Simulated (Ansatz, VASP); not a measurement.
**One calculation of Os, two programs**

```
Os
1.0
     4.27958    0.00000    0.00000
    -2.13979    3.70623    0.00000
     0.00000    0.00000    2.69492
Os
3
Direct
  0.00000 0.00000 0.00000
  0.33333 0.66667 0.50000
  0.66667 0.33333 0.50000
```

Alike in both runs: task single point; functional RPBE; k mesh 10 × 10 × 13; occupations fermi-dirac, width 0.1 eV; no spin polarisation.

```csv
,VASP,Ansatz
version,VASP 6.6.1,Ansatz 0.2.0
potentials or method,"VASP PAW PBE potentials, release 64 (Os), cutoff 520 eV","plane waves (420 eV) with PAW, scalar-relativistic"
valence electrons in the cell,24,48
```

VASP gave:

```
pressure (GPa)                                                : 15.8
traceless stress, the component that is largest in VASP (GPa) : -0.86
```

Question: Which values does Ansatz return?

Answer: Pressure (GPa): 16.0; traceless stress, the component that is largest in VASP (GPa): -1.08.

VASP's potentials were made for PBE, not for RPBE. VASP's potentials hold 24 valence electrons a cell and Ansatz's 48, so a difference there can come from the potentials and not from the codes.

Neither program's run includes spin-orbit coupling.
